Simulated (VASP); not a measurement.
Wanted: the native input for a VASP 6.6.1 run.

* Task: single point
* Functional: PBEsol
* Potentials or basis: VASP PAW PBE potentials, release 64 (Ti_sv, Li_sv)
* Cutoff: 520 eV
* k mesh: 3 × 2 × 4
* Occupations: gaussian, width 0.05 eV
* Spin: no spin polarisation
* Dipole correction: no
* Further INCAR settings: ALGO = Normal; EDIFF = 1e-07; NBANDS = 86

The structure of LiTi12 (a cell with a defect) lies in POSCAR:

```
LiTi12
1.0
    5.9000000000      0.0000000000      0.0000000000
   -4.4250000000      7.6643250000      0.0000000000
    0.0000000000      0.0000000000      4.6846000000
Ti Li
12 1
Direct
    0.0274243648      0.0387260457     -0.0318964266
    0.1541368261      0.2192789319      0.4724710754
    0.0102398506      0.3385735861     -0.0411288050
    0.1677985666      0.5630557159      0.4292518038
    0.0171605295      0.6482022879     -0.0631142467
    0.2073261690      0.9094075473      0.5670449985
    0.4973247717     -0.0075068581      0.0726305341
    0.6556653606      0.2173194639      0.5435620971
    0.5111144880      0.3357234982      0.0304241557
    0.6367514779      0.5156501062      0.5347323144
    0.4587059958      0.6465521752     -0.0652836955
    0.6480685960      0.9078722523      0.5650034154
    0.8320084762      0.7771893807      0.2536773684
```

One way to write it, as run:

INCAR

```
  PREC = Accurate
  ENCUT = 520
  EDIFF = 1E-7
  ISMEAR = 0
  SIGMA = 0.05
  LREAL = F
  LASPH = T
  NELM = 100
  ALGO = Normal
  ISIF = 2
  LWAVE = F
  LCHARG = T
  GGA = PS
  LELF = T
  LVHAR = T
  NBANDS = 86
```

KPOINTS

```
Automatic mesh
0
Gamma
  3 2 4
```

Potentials or basis: VASP PAW PBE potentials, release 64 (Ti_sv, Li_sv).

The run is started by

```sh
$ cat potpaw_PBE.64/Ti_sv/POTCAR potpaw_PBE.64/Li_sv/POTCAR > POTCAR
$ mpirun -np 1 vasp_std > vasp.out
```

It gave:

```
Largest force          : 0.022 eV/Å
Band gap on the k mesh : zero (an odd number of electrons rules out a gap without spin polarisation)
```

Caveat: the k points lie up to 0.41 Å⁻¹ apart, too coarse for converged energies and pressures of a metal; the PAW data sets were made with another functional, which shifts forces and pressure a little.

Wall time 7.1 min on 1 thread of AMD EPYC 7R13 Processor (Zen 3), with other jobs on the host, peak memory 0.4 GiB.
